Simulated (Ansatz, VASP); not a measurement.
# One calculation of Al2O3, two programs

```
Al O
1.0
     2.37932    1.37370    4.33179
    -2.37932    1.37370    4.33179
     0.00000   -2.74740    4.33179
Al O
4 6
Cartesian
  0.0000 0.0000 4.5732
  0.0000 0.0000 1.9245
  0.0000 0.0000 8.4222
  0.0000 0.0000 11.0709
  -0.9214 1.3737 7.5806
  -0.7289 -1.4848 7.5806
  1.6504 0.1111 7.5806
  0.9214 -1.3737 5.4147
  0.7289 1.4848 5.4147
  -1.6504 -0.1111 5.4147
```

Alike in both runs: task single point; functional r2SCAN; k mesh 6 × 6 × 6; no spin polarisation.

|  | VASP | Ansatz |
| --- | --- | --- |
| version | VASP 6.6.1 | Ansatz 0.2.0 |
| potentials or method | VASP PAW PBE potentials, release 64 (Al, O) | plane waves, PAW |
| plane-wave cutoff (eV) | 520 | 500 |
| occupations | gaussian, width 0.01 eV | fixed |
| valence electrons in the cell | 48 | 48 |

|  | VASP | Ansatz | Ansatz less VASP |
| --- | --- | --- | --- |
| gap on the k mesh at the Fermi level (eV) | 7.16 | 7.14 | -0.018 |
| pressure (GPa) | -0.5 | 0.0 | +0.51 |
| traceless stress, the component that is largest in VASP (GPa) | -0.08 | -0.02 | +0.055 |
| rms of the force components (eV/Å) | 0.009 | 0.000 | -0.0089 |

VASP's potentials were made for PBE, not for r2SCAN. Atom by atom the forces differ by 0.009 eV/Å (rms over components).
